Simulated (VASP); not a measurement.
# Cs (I4_1/amd) in VASP: a series of runs

The runs below take Cs through relaxation of cell and atoms, with LDA.

All numbers are computed with VASP 6.6.1; they aren't measurements. Logs are shortened: lines on timing, memory, paths and dates and some standing lists are left out, and cuts for length are marked.

### Step 1. The cell of the first run

Symmetry: I4_1/amd, No. 141, tetragonal system. The conventional cell has a = 6.611 Å, b = 6.611 Å, c = 3.636 Å, α = 90.00°, β = 90.00°, γ = 90.00°. Cs (site symmetry -4m2) has 10 Cs at 3.43 to 4.29 Å within 4.5 Å.

### Step 2. Relaxation of cell and atoms, LDA, target pressure 5 GPa, at which the enthalpy is minimised

INCAR

```
PREC     = Accurate       # precision mode
ENCUT    = 500            # plane-wave cutoff, eV
EDIFF    = 1E-7           # SCF threshold, eV
ISMEAR   = -1             # smearing method
SIGMA    = 0.05           # smearing width, eV
LREAL    = False          # projectors in reciprocal space
LASPH    = True           # aspherical terms in the spheres
NELM     = 120            # most SCF steps
ALGO     = Normal         # electronic algorithm
ISIF     = 3              # what is computed and relaxed
LWAVE    = False          # write WAVECAR
LCHARG   = False          # write CHGCAR
IBRION   = 2              # ionic algorithm
NSW      = 60             # ionic steps
EDIFFG   = -0.005         # ionic threshold
PSTRESS  = 50.0         
GGA_COMPAT= False        
NELMIN   = 4
```

KPOINTS

```
Automatic mesh
0
Gamma
  12 12 12
```

POSCAR

```
Cs
1.0
   -3.3057086763      3.3057086763      1.8181397720
    3.3057086763     -3.3057086763      1.8181397720
    3.3057086763      3.3057086763     -1.8181397720
Cs
2
Direct
   -0.3750000000     -0.1250000000     -0.2500000000
    0.3750000000      0.1250000000      0.2500000000
```

Potentials or basis: VASP PAW LDA potentials, release 64 (Cs_sv).

Launch:

```bash
$ cat potpaw_LDA.64/Cs_sv/POTCAR > POTCAR
$ mpirun -np 1 vasp_std > vasp.out
```

OUTCAR:

```text
PREC = Accurate
   ENCUT = 500
   EDIFF = 1E-7
   ISMEAR = -1
   LREAL = False
   LASPH = True
   NELM = 120
   ISIF = 3
   IBRION = 2
   NSW = 60
   EDIFFG = -0.005
   PSTRESS = 50.0
   NELMIN = 4

 ion  position               nearest neighbor table
   1  0.625  0.875  0.750-
   2  0.375  0.125  0.250-

  LATTYP: Found a body centered tetragonal cell.
 ALAT       =     6.6114173526
 C/A-ratio  =     0.5500000000

  Lattice vectors:

 A1 = (  -3.3057086763,   3.3057086763,   1.8181397720)
 A2 = (   3.3057086763,  -3.3057086763,   1.8181397720)
 A3 = (   3.3057086763,   3.3057086763,  -1.8181397720)

Analysis of symmetry for initial positions (statically):
=====================================================================
 Subroutine PRICEL returns:
 Original cell was already a primitive cell.

 Routine SETGRP: Setting up the symmetry group for a
 body centered tetragonal supercell.

 Subroutine GETGRP returns: Found 16 space group operations
 (whereof  4 operations were pure point group operations)
 out of a pool of 16 trial point group operations.

The static configuration has the point symmetry C_2h.
 The point group associated with its full space group is D_4h.

Analysis of symmetry for dynamics (positions and initial velocities):
=====================================================================
 Subroutine PRICEL returns:
 Original cell was already a primitive cell.

 Routine SETGRP: Setting up the symmetry group for a
 body centered tetragonal supercell.

 Subroutine GETGRP returns: Found 16 space group operations
 (whereof  4 operations were pure point group operations)
 out of a pool of 16 trial point group operations.

The dynamic configuration has the point symmetry C_2h.
 The point group associated with its full space group is D_4h.

 Subroutine INISYM returns: Found 16 space group operations
 (whereof  4 operations are pure point group operations),
 and found     1 'primitive' translations

----------------------------------------------------------------------------------------

                                     Primitive cell

  volume of cell :      79.4724

  direct lattice vectors                    reciprocal lattice vectors
    -3.305708676  3.305708676  1.818139772     0.000000000  0.151253498  0.275006360
[... 102 lines left out ...]
   EFERMI_NEDOS =   21; number of points for ismear=-14 and -15
   IALGO  =     38    algorithm
   IMIX   =      4    mixing-type and parameters
     AMIX     =   0.40;   BMIX     =  1.00
     AMIX_MAG =   1.60;   BMIX_MAG =  1.00
  volume/ion in A,a.u.               =      39.74       268.15
  Fermi-wavevector in a.u.,A,eV,Ry     =   0.997915  1.885786 13.549147  0.995834
  Thomas-Fermi vector in A             =   2.130103
   LORBIT       =      0    0 simple, 1 ext, 2 COOP (PROOUT), +10 PAW based schemes
   GGA     = CA    functional components
   LHFCALC =     F    Hartree Fock is set to
   AEXX    =    0.0000 exact exchange contribution
   IVDW    =     0    specifies the selected vdW correction
   LEPSILON=     F    determine dielectric tensor
   LRPA    =     F    only Hartree local field effects (RPA)
 conjugate gradient relaxation of ions
 non-spin polarized calculation
  energy-cutoff  :      500.00
  volume of cell :       79.47
 maximum number of plane-waves:      2038
 NGX is ok and might be reduce to    40
   NGX = 19   NGY = 19   NGZ = 19

--------------------------------------- Ionic step        1  -------------------------------------------

 number of electron      17.9999997 magnetization

 Free energy of the ion-electron system (eV)
  ---------------------------------------------------
  ext. energy  EPLUGINS =         0.00000000
  ---------------------------------------------------
  free energy    TOTEN  =        -0.77721075 eV

  energy without entropy =       -0.75637211  energy(sigma->0) =       -0.76679143

------------------------ aborting loop because EDIFF is reached ----------------------------------------

  FORCE on cell =-STRESS in cart. coord.  units (eV):
  Direction    XX          YY          ZZ          XY          YZ          ZX
  --------------------------------------------------------------------------------------
  -------------------------------------------------------------------------------------
  Total        2.8243885      2.8243885      0.8686669      0.0000000      0.0000000      0.0000000
  in kB       56.9401493     56.9401493     17.5124722      0.0000000      0.0000000      0.0000000
  external PRESSURE =      -6.2024098 kB  Pullay stress =      50.0000000 kB
[... 215 lines left out ...]
--------------------------------------- Ionic step        7  -------------------------------------------

 number of electron      17.9999997 magnetization

 Free energy of the ion-electron system (eV)
  ---------------------------------------------------
  ext. energy  EPLUGINS =         0.00000000
  ---------------------------------------------------
  free energy    TOTEN  =        -0.70540820 eV

  energy without entropy =       -0.69114787  energy(sigma->0) =       -0.69827803

 E-fermi :   4.8708     XC(G=0):  -9.2860

 val. band max:        4.8602662164   @ k =   0.2500   0.0000  -0.0000
 cond. band min:       4.8714610435   @ k =  -0.4167   0.2500   0.0000
 fundamental gap:      0.0111948272
 Fermi energy:         4.8707652225

 k-point     1 :       0.0000    0.0000    0.0000
  band No.  band energies     occupation
      1     -19.5131      2.00000
      2     -18.5858      2.00000
      3      -7.0285      2.00000
      4      -7.0285      2.00000
      5      -4.5723      2.00000
      6      -4.5723      2.00000
      7      -4.1750      2.00000
      8      -4.1594      2.00000
      9       3.1362      2.00000
     10       3.4689      2.00000
     11       5.7712      0.00000
     12       6.2947      0.00000
     13       6.6983      0.00000
[... 354 lines left out ...]
  band No.  band energies     occupation
      1     -19.0605      2.00000
      2     -18.5930      2.00000
      3      -6.8392      2.00000
      4      -6.3332      2.00000
      5      -6.1605      2.00000
      6      -5.5511      2.00000
      7      -5.3539      2.00000
      8      -4.5600      2.00000
      9       4.7380      1.86864
     10       5.2909      0.00045
     11       6.2896      0.00000
     12       6.7142      0.00000
     13       7.9667      0.00000

 [... further k-points ...]

------------------------ aborting loop because EDIFF is reached ----------------------------------------

  FORCE on cell =-STRESS in cart. coord.  units (eV):
  Direction    XX          YY          ZZ          XY          YZ          ZX
  --------------------------------------------------------------------------------------
  -------------------------------------------------------------------------------------
  Total        2.3391789      2.3391789      2.3279828      0.0000000     -0.0000000      0.0000000
  in kB       50.0699870     50.0699870     49.8303350      0.0000000     -0.0000000      0.0000000
  external PRESSURE =      -0.0098970 kB  Pullay stress =      50.0000000 kB
[... 21 lines left out ...]
  energy  without entropy=       -0.6911478677  energy(sigma->0) =       -0.69827803

  enthalpy is  TOTEN    =         1.6305010826 eV   P V=        2.3359092797

 reached required accuracy - stopping structural energy minimisation
```

Wall time 5.3 min (1 thread of Intel Xeon 6975P-C (Granite Rapids), shared host); peak memory 0.29 GiB.

Results:

```yaml
Free_energy: -0.7054 eV
Relaxed_volume: 37.43 Å³/atom
Relaxed_cell: a = 5.000 Å, b = 5.000 Å, c = 5.000 Å, α = 96.56°, β = 96.56°, γ = 140.49°
Space_group_after_relaxing_to_0.1_Å: I4_1/amd (No. 141)
Energy_change_on_relaxing_the_run_minimises_the_enthalpy: +35.9 meV/atom
Ionic_steps: 7
Pressure_after_relaxing: 5.0 GPa
Band_gap_on_the_k_mesh: zero (bands 9 and 10 overlap by 3.02 eV)
```

Step by step:
```csv
step,energy change (eV),largest force (eV/Å),pressure (GPa),volume (Å³)
1,0.0000,0.0000,4.38,79.47
2,0.0016,0.0000,4.41,77.66
3,0.0263,0.0000,4.57,76.38
4,0.0303,0.0000,4.60,76.25
5,0.0687,0.0000,4.97,74.95
6,0.0731,0.0000,5.01,74.81
7,0.0718,0.0000,5.00,74.85
```

Final structure:
```cif
data_structure
_symmetry_space_group_name_H-M 'P 1'
_symmetry_Int_Tables_number 1
_cell_length_a 5.0002
_cell_length_b 5.0002
_cell_length_c 5.0002
_cell_angle_alpha 96.559
_cell_angle_beta 96.559
_cell_angle_gamma 140.492
_cell_volume 74.85
loop_
_atom_site_label
_atom_site_type_symbol
_atom_site_fract_x
_atom_site_fract_y
_atom_site_fract_z
_atom_site_occupancy
Cs1 Cs 0.62500 0.87500 0.75000 1
Cs2 Cs 0.37500 0.12500 0.25000 1
```

Levels at points of the mesh, in eV from the Fermi level:
```
           k point  band 5  band 6  band 7  band 8  band 9  band 10  band 11  band 12  band 13
(0.00, 0.00, 0.00)   -9.44   -9.44   -9.05   -9.03   -1.73    -1.40     0.90     1.42     1.83
(0.50, 0.00, 0.00)  -11.43  -10.40  -10.08   -9.27   -0.71    -0.40     0.83     2.72     3.16
(0.50, 0.50, 0.00)  -10.91  -10.91   -8.99   -8.99    0.63     0.63     1.43     1.43     3.93
(0.50, 0.50, 0.50)   -9.08   -9.08   -9.06   -9.06    0.66     0.66     2.17     2.17     3.51
```

Caveat: the cell is relaxed towards a set pressure, so the run minimises the enthalpy, not the energy; spin-orbit coupling is left out, which moves the levels of the heavy elements.

(Part 1 of 2 ends here.)
